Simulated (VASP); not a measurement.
## Os: single point with PBE

Crystal: Os.

```
Os
1.0
     2.71112    0.00000    0.00000
    -1.35556    2.34790    0.00000
     0.00000    0.00000    4.28340
Os
2
Direct
  0.33333 0.66667 0.25000
  0.66667 0.33333 0.75000
```

```json
{
  "Program": "VASP 6.6.1",
  "Task": "single point",
  "Functional": "PBE",
  "Potentials or basis": "VASP PAW PBE potentials, release 64 (Os)",
  "Cutoff": "520 eV",
  "k mesh": "11 × 11 × 6",
  "Occupations": "fermi-dirac, width 0.1 eV",
  "Spin": "no spin polarisation"
}
```

```
Pressure               : 21.1 GPa
Band gap on the k mesh : zero (band 8 reaches 12.06 eV, above the bottom of band 9 at 8.01 eV)
```

Stress tensor (GPa, compression positive):
```
20.61  0.00  0.00
 0.00 20.61  0.00
 0.00  0.00 21.97
```

Levels at points of the mesh, in eV from the Fermi level:
```csv
k point,band 5,band 6,band 7,band 8,band 9,band 10,band 11,band 12
"(0.00, 0.00, 0.00)",-2.88,-2.27,-2.27,-1.59,-1.59,0.06,1.79,1.79
"(0.00, 0.00, 0.50)",-3.35,-3.35,-3.35,-3.35,0.97,0.97,0.97,0.97
```

Wall time 9.6 s on 1 thread of Intel(R) Xeon(R) 6975P-C (Granite Rapids), on a shared host, peak memory 0.15 GiB.

Caveat: spin-orbit coupling is left out, which moves the levels of the heavy elements.
